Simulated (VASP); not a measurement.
# Pt (Fm-3m) in VASP: further runs

Pt is run at these levels: PBEsol; tasks: relaxation of cell and atoms.

Program: VASP 6.6.1. These are calculated values, not measurements. Logs are shortened: lines on timing, memory, paths and dates and some standing lists are left out, and cuts for length are marked.

## 1. The cell of the first run

It takes space group Fm-3m (No. 225, cubic). The conventional cell has a = 3.920 Å, b = 3.920 Å, c = 3.920 Å, α = 90.00°, β = 90.00°, γ = 90.00°. Within 3.7 Å of Pt (site symmetry m-3m) lie 12 Pt at 2.77 Å.

## 2. Relaxation of cell and atoms, PBEsol, target pressure 10 GPa, at which the enthalpy is minimised

The input, INCAR:

```
SYSTEM = Pt
PREC = Accurate
ENCUT = 600
EDIFF = 1E-6
ISMEAR = -1
SIGMA = 0.1
LREAL = .False.
LASPH = .True.
NELM = 60
ALGO = Normal
ISIF = 3
LWAVE = .False.
LCHARG = .False.
GGA = PS
IBRION = 2
NSW = 100
EDIFFG = -0.002
PSTRESS = 100.0
```

The input, KPOINTS:

```
Automatic mesh
0
Gamma
  24 24 24
  0 0 0
```

The input, POSCAR:

```
Pt
1.0
    0.0000000000      1.9598939868      1.9598939868
    1.9598939868      0.0000000000      1.9598939868
    1.9598939868      1.9598939868      0.0000000000
Pt
1
Direct
    0.0000000000      0.0000000000      0.0000000000
```

Potentials or basis: VASP PAW PBE potentials, release 64 (Pt).

Run with:

```bash
$ cat potpaw_PBE.64/Pt/POTCAR > POTCAR
$ mpirun -np 1 vasp_std > vasp.out
```

OUTCAR:

```text
SYSTEM = Pt
   PREC = Accurate
   ENCUT = 600
   EDIFF = 1E-6
   ISMEAR = -1
   LREAL = .False.
   LASPH = .True.
   NELM = 60
   ISIF = 3
   GGA = PS
   IBRION = 2
   NSW = 100
   EDIFFG = -0.002
   PSTRESS = 100.0

 ion  position               nearest neighbor table
   1  0.000  0.000  0.000-

  LATTYP: Found a face centered cubic cell.
 ALAT       =     3.9197879736

  Lattice vectors:

 A1 = (   0.0000000000,   1.9598939868,   1.9598939868)
 A2 = (   1.9598939868,   0.0000000000,   1.9598939868)
 A3 = (   1.9598939868,   1.9598939868,   0.0000000000)

Analysis of symmetry for initial positions (statically):
=====================================================================
 Subroutine PRICEL returns:
 Original cell was already a primitive cell.

 Routine SETGRP: Setting up the symmetry group for a
 face centered cubic supercell.

 Subroutine GETGRP returns: Found 48 space group operations
 (whereof 48 operations were pure point group operations)
 out of a pool of 48 trial point group operations.

The static configuration has the point symmetry O_h .

Analysis of symmetry for dynamics (positions and initial velocities):
=====================================================================
 Subroutine PRICEL returns:
 Original cell was already a primitive cell.

 Routine SETGRP: Setting up the symmetry group for a
 face centered cubic supercell.

 Subroutine GETGRP returns: Found 48 space group operations
 (whereof 48 operations were pure point group operations)
 out of a pool of 48 trial point group operations.

The dynamic configuration has the point symmetry O_h .

 Subroutine INISYM returns: Found 48 space group operations
 (whereof 48 operations are pure point group operations),
 and found     1 'primitive' translations

----------------------------------------------------------------------------------------

                                     Primitive cell

  volume of cell :      15.0566

  direct lattice vectors                    reciprocal lattice vectors
     0.000000000  1.959893987  1.959893987    -0.255115840  0.255115840  0.255115840
     1.959893987  0.000000000  1.959893987     0.255115840 -0.255115840  0.255115840
     1.959893987  1.959893987  0.000000000     0.255115840  0.255115840 -0.255115840

  length of vectors
     2.771708657  2.771708657  2.771708657     0.441873596  0.441873596  0.441873596

  position of ions in fractional coordinates (direct lattice)
     0.000000000  0.000000000  0.000000000

  ion indices of the primitive-cell ions
   primitive index   ion index
                 1           1

----------------------------------------------------------------------------------------

 KPOINTS: Automatic mesh

Automatic generation of k-mesh.
 Grid dimensions read from file:
 generate k-points for:   24   24   24

 Generating k-lattice:

  Cartesian coordinates                     Fractional coordinates (reciprocal lattice)
    -0.010629827  0.010629827  0.010629827     0.041666667  0.000000000  0.000000000
     0.010629827 -0.010629827  0.010629827     0.000000000  0.041666667  0.000000000
     0.010629827  0.010629827 -0.010629827     0.000000000  0.000000000  0.041666667

  Length of vectors
     0.018411400  0.018411400  0.018411400

  Shift w.r.t. Gamma in fractional coordinates (k-lattice)
     0.000000000  0.000000000  0.000000000

 Subroutine IBZKPT returns following result:
 ===========================================

 Found    413 irreducible k-points:

 Following reciprocal coordinates:
            Coordinates               Weight
  0.000000  0.000000  0.000000      1.000000
  0.041667  0.000000  0.000000      8.000000
  0.083333  0.000000  0.000000      8.000000
  0.125000  0.000000  0.000000      8.000000
  0.166667  0.000000  0.000000      8.000000
  0.208333  0.000000  0.000000      8.000000
[... 16 lines left out ...]
  0.416667  0.041667  0.000000     24.000000
  0.458333  0.041667  0.000000     24.000000
 [... further k-points ...]
   k-points           NKPTS =    413   k-points in BZ     NKDIM =    413   number of bands    NBANDS=      9
   number of dos      NEDOS =    301   number of ions     NIONS =      1
   total plane-waves  NPLWV =  13824
   dimension x,y,z NGX =    24 NGY =   24 NGZ =   24
   dimension x,y,z NGXF=    48 NGYF=   48 NGZF=   48
   ions per type =               1
   NGX,Y,Z   is equivalent  to a cutoff of  14.40, 14.40, 14.40 a.u.
   NGXF,Y,Z  is equivalent  to a cutoff of  28.79, 28.79, 28.79 a.u.
 SYSTEM =  Pt
   PREC   = accura    normal or accurate (medium, high low for compatibility)
   ISTART =      0    job   : 0-new  1-cont  2-samecut
   ICHARG =      2    charge: 1-file 2-atom 10-const
   ISPIN  =      1    spin polarized calculation?
   LNONCOLLINEAR =      F non collinear calculations
   LSORBIT =      F    spin-orbit coupling
   LASPH  =      T    aspherical Exc in radial PAW
   ENCUT  =  600.0 eV  44.10 Ry    6.64 a.u.   5.54  5.54  5.54*2*pi/ulx,y,z
   NELM   =     60;   NELMIN=  2; NELMDL= -5     # of ELM steps
   EDIFF  = 0.1E-05   stopping-criterion for ELM
   LREAL  =      F    real-space projection
   EDIFFG = -.2E-02   stopping-criterion for IOM
   NSW    =    100    number of steps for IOM
   IBRION =      2    ionic relax: 0-MD 1-quasi-New 2-CG
   NFREE  =      1    steps in history (QN), initial steepest desc. (CG)
   ISIF   =      3    stress and relaxation
   ISYM   =      2    0-nonsym 1-usesym 2-fastsym
   POTIM  = 0.5000    time-step for ionic-motion
   TEBEG  =    0.0;   TEEND  =   0.0 temperature during run
   PSTRESS=  100.0 pullay stress
   NELECT =      10.0000    total number of electrons
   NUPDOWN=      -1.0000    fix difference up-down
   EMIN   =  10.00;   EMAX   =-10.00  energy-range for DOS
   EFERMI =   0.00;   METHOD = LEGACY
   ISMEAR =    -1;   SIGMA  =   0.10  broadening in eV -4-tet -1-fermi 0-gaus
   EFERMI_NEDOS =   21; number of points for ismear=-14 and -15
   IALGO  =     38    algorithm
   IMIX   =      4    mixing-type and parameters
     AMIX     =   0.40;   BMIX     =  1.00
     AMIX_MAG =   1.60;   BMIX_MAG =  1.00
  volume/ion in A,a.u.               =      15.06       101.61
  Fermi-wavevector in a.u.,A,eV,Ry     =   1.428342  2.699175 27.758080  2.040161
  Thomas-Fermi vector in A             =   2.548414
   LORBIT       =      0    0 simple, 1 ext, 2 COOP (PROOUT), +10 PAW based schemes
   GGA     = PS    functional components
   LHFCALC =     F    Hartree Fock is set to
   AEXX    =    0.0000 exact exchange contribution
   IVDW    =     0    specifies the selected vdW correction
   LEPSILON=     F    determine dielectric tensor
   LRPA    =     F    only Hartree local field effects (RPA)
 conjugate gradient relaxation of ions
 non-spin polarized calculation
  energy-cutoff  :      600.00
  volume of cell :       15.06
 maximum number of plane-waves:       531
 NGX is ok and might be reduce to    24
   NGX = 11   NGY = 11   NGZ = 11

--------------------------------------- Ionic step        1  -------------------------------------------

 number of electron      10.0000000 magnetization

 Free energy of the ion-electron system (eV)
  ---------------------------------------------------
  ext. energy  EPLUGINS =         0.00000000
  ---------------------------------------------------
  free energy    TOTEN  =        -6.99330507 eV

  energy without entropy =       -6.93869737  energy(sigma->0) =       -6.96600122

------------------------ aborting loop because EDIFF is reached ----------------------------------------

  FORCE on cell =-STRESS in cart. coord.  units (eV):
  Direction    XX          YY          ZZ          XY          YZ          ZX
  --------------------------------------------------------------------------------------
  -------------------------------------------------------------------------------------
  Total       -0.0302435     -0.0302435     -0.0302435      0.0000000      0.0000000      0.0000000
  in kB       -3.2182091     -3.2182091     -3.2182091      0.0000000      0.0000000      0.0000000
  external PRESSURE =    -103.2182091 kB  Pullay stress =     100.0000000 kB

 VOLUME and BASIS-vectors are now :
 -----------------------------------------------------------------------------
  energy-cutoff  :      600.00
  volume of cell :       15.06
      direct lattice vectors                 reciprocal lattice vectors
     0.000000000  1.959893987  1.959893987    -0.255115840  0.255115840  0.255115840
     1.959893987  0.000000000  1.959893987     0.255115840 -0.255115840  0.255115840
     1.959893987  1.959893987  0.000000000     0.255115840  0.255115840 -0.255115840
[... 192 lines left out ...]
  FREE ENERGIE OF THE ION-ELECTRON SYSTEM (eV)
  ---------------------------------------------------
  free  energy   TOTEN  =        -6.9800680308 eV

  energy  without entropy=       -6.9277054587  energy(sigma->0) =       -6.95388674

  enthalpy is  TOTEN    =        -6.0698551416 eV   P V=        0.9102128892

--------------------------------------- Ionic step        7  -------------------------------------------

 number of electron       9.9999999 magnetization

 Free energy of the ion-electron system (eV)
  ---------------------------------------------------
  ext. energy  EPLUGINS =         0.00000000
  ---------------------------------------------------
  free energy    TOTEN  =        -6.97910752 eV

  energy without entropy =       -6.92681992  energy(sigma->0) =       -6.95296372

 E-fermi :  11.7864     XC(G=0): -13.8336

 val. band max:       11.7834379369   @ k =   0.4167   0.3750   0.0000
 cond. band min:      11.7879913050   @ k =  -0.4167   0.3333   0.0417
 fundamental gap:      0.0045533681
 Fermi energy:        11.7863854265

 k-point     1 :       0.0000    0.0000    0.0000
  band No.  band energies     occupation
      1       1.0830      2.00000
      2       7.7535      2.00000
      3       7.7535      2.00000
      4       7.7535      2.00000
      5      10.0593      2.00000
      6      10.0593      2.00000
      7      26.2967      0.00000
      8      31.4517      0.00000
      9      31.4517      0.00000

 k-point     2 :       0.0417    0.0000    0.0000
  band No.  band energies     occupation
      1       1.1558      2.00000
      2       7.7190      2.00000
      3       7.7835      2.00000
      4       7.7835      2.00000
      5      10.0414      2.00000
      6      10.0414      2.00000
      7      26.4145      0.00000
      8      31.0486      0.00000
      9      31.5664      0.00000
[... 253 lines left out ...]
 k-point    24 :       0.4583    0.0417    0.0000
  band No.  band energies     occupation
      1       4.0949      2.00000
      2       7.6641      2.00000
      3       7.7785      2.00000
      4      10.1467      2.00000
      5      11.7889      0.98729
      6      12.0341      0.15495
      7      18.5818      0.00000
      8      26.1171      0.00000
      9      30.9807      0.00000

 [... further k-points ...]

------------------------ aborting loop because EDIFF is reached ----------------------------------------

  FORCE on cell =-STRESS in cart. coord.  units (eV):
  Direction    XX          YY          ZZ          XY          YZ          ZX
  --------------------------------------------------------------------------------------
  -------------------------------------------------------------------------------------
  Total        0.9082740      0.9082740      0.9082740      0.0000000     -0.0000000      0.0000000
  in kB       99.8944337     99.8944337     99.8944337      0.0000000     -0.0000000      0.0000000
  external PRESSURE =      -0.1055663 kB  Pullay stress =     100.0000000 kB

 VOLUME and BASIS-vectors are now :
 -----------------------------------------------------------------------------
  energy-cutoff  :      600.00
  volume of cell :       14.57
      direct lattice vectors                 reciprocal lattice vectors
     0.000000000  1.938438622  1.938438622    -0.257939557  0.257939557  0.257939557
     1.938438622  0.000000000  1.938438622     0.257939557 -0.257939557  0.257939557
     1.938438622  1.938438622 -0.000000000     0.257939557  0.257939557 -0.257939557

 POSITION                                       TOTAL-FORCE (eV/Angst)
 -----------------------------------------------------------------------------------
      0.00000      0.00000      0.00000         0.000000      0.000000     -0.000000
 -----------------------------------------------------------------------------------
    total drift:                               -0.000000      0.000000      0.000000

  FREE ENERGIE OF THE ION-ELECTRON SYSTEM (eV)
  ---------------------------------------------------
  free  energy   TOTEN  =        -6.9791075167 eV

  energy  without entropy=       -6.9268199157  energy(sigma->0) =       -6.95296372

  enthalpy is  TOTEN    =        -6.0698737085 eV   P V=        0.9092338083

 reached required accuracy - stopping structural energy minimisation
```

Run time: 2.1 min. Hardware: 1 thread of Intel Xeon Platinum 8259CL at 2.50GHz (Skylake/Cascade Lake), shared host; peak memory 0.22 GiB.

Results:

| Item | Value |
| --- | --- |
| Free energy | -6.9791 eV |
| Relaxed volume | 14.57 Å³/atom |
| Relaxed cell | a = 2.741 Å, b = 2.741 Å, c = 2.741 Å, α = 60.00°, β = 60.00°, γ = 60.00° |
| Space group after relaxing (to 0.1 Å) | Fm-3m (No. 225) |
| Energy change on relaxing (the run minimises the enthalpy) | +14.2 meV/atom |
| Ionic steps | 7 |
| Pressure after relaxing | 10.0 GPa |
| Band gap on the k mesh | zero (bands 5 and 6 overlap by 2.37 eV) |

The path:
| step | energy change (eV) | largest force (eV/Å) | pressure (GPa) | volume (Å³) |
| --- | --- | --- | --- | --- |
| 1 | 0.0000 | 0.0000 | -0.32 | 15.06 |
| 2 | 0.3229 | 0.0000 | 60.13 | 13.04 |
| 3 | 0.0129 | 0.0000 | 9.48 | 14.59 |
| 4 | 0.0140 | 0.0000 | 9.90 | 14.57 |
| 5 | 0.0146 | 0.0000 | 10.13 | 14.56 |
| 6 | 0.0132 | 0.0000 | 9.65 | 14.58 |
| 7 | 0.0142 | 0.0000 | 9.99 | 14.57 |

Final structure:
```xyz
1
Lattice="0.0000 1.9384 1.9384 1.9384 0.0000 1.9384 1.9384 1.9384 0.0000" Properties=species:S:1:pos:R:3 pbc="T T T"
Pt    0.0000    0.0000    0.0000
```

Caveat: the cell is relaxed towards a set pressure, so the run minimises the enthalpy, not the energy; the PAW data sets were made with another functional, which shifts forces and pressure a little; spin-orbit coupling is left out, which moves the levels of the heavy elements.

## 3. Relaxation of cell and atoms, PBEsol, target pressure 15 GPa, at which the enthalpy is minimised

The input, INCAR:

```
SYSTEM = Pt
PREC     = Accurate       ! precision mode
ENCUT    = 600            ! plane-wave cutoff, eV
EDIFF    = 1E-7           ! SCF threshold, eV
ISMEAR   = -1             ! smearing method
SIGMA    = 0.1            ! smearing width, eV
LREAL    = .FALSE.        ! projectors in reciprocal space
LASPH    = .TRUE.         ! aspherical terms in the spheres
NELM     = 100            ! most SCF steps
ALGO     = Normal         ! electronic algorithm
ISIF     = 3              ! what is computed and relaxed
LWAVE    = .FALSE.        ! write WAVECAR
LCHARG   = .FALSE.        ! write CHGCAR
GGA      = PS             ! functional
IBRION   = 2              ! ionic algorithm
NSW      = 100            ! ionic steps
EDIFFG   = -0.002         ! ionic threshold
PSTRESS  = 150.0
```

The input, KPOINTS:

```
regular mesh
0
G
  24 24 24
  0 0 0
```

POSCAR is that of step 2.

Potentials or basis: VASP PAW PBE potentials, release 64 (Pt).

Run with:

```bash
$ cat potpaw_PBE.64/Pt/POTCAR > POTCAR
$ mpirun -np 1 vasp_std > vasp.out
```

Wall time 3 min (1 thread of Intel Xeon Platinum 8259CL at 2.50GHz (Skylake/Cascade Lake), shared host); peak memory 0.23 GiB.

It converged, with:

```
Free energy                                                : -6.9632 eV
Relaxed volume                                             : 14.36 Å³/atom
Relaxed cell                                               : a = 2.728 Å, b = 2.728 Å, c = 2.728 Å, α = 60.00°, β = 60.00°, γ = 60.00°
Space group after relaxing (to 0.1 Å)                      : Fm-3m (No. 225)
Energy change on relaxing (the run minimises the enthalpy) : +30.1 meV/atom
Ionic steps                                                : 7
Pressure after relaxing                                    : 15.0 GPa
Band gap on the k mesh                                     : zero (bands 5 and 6 overlap by 2.43 eV)
```

The path:
```csv
step,energy change (eV),largest force (eV/Å),pressure (GPa),volume (Å³)
1,0.0000,0.0000,-0.33,15.06
2,0.7949,0.0000,109.49,12.13
3,0.0258,0.0000,13.79,14.41
4,0.0290,0.0000,14.69,14.37
5,0.0303,0.0000,15.04,14.36
6,0.0297,0.0000,14.89,14.37
7,0.0301,0.0000,15.00,14.36
```

Final structure:
```
Pt
1.0
     0.00000    1.92932    1.92932
     1.92932    0.00000    1.92932
     1.92932    1.92932    0.00000
Pt
1
Direct
  0.00000 0.00000 0.00000
```

Levels at points of the mesh, in eV from the Fermi level:
```tsv
k point	band 3	band 4	band 5	band 6	band 7	band 8
(0.00, 0.00, 0.00)	-4.13	-4.13	-1.77	-1.77	14.46	19.70
(0.50, 0.00, 0.00)	-4.20	-0.76	0.05	0.05	6.18	14.03
(0.50, 0.50, 0.00)	0.02	0.54	0.54	1.61	9.37	11.48
```

Caveat: the cell is relaxed towards a set pressure, so the run minimises the enthalpy, not the energy; the PAW data sets were made with another functional, which shifts forces and pressure a little; spin-orbit coupling is left out, which moves the levels of the heavy elements.
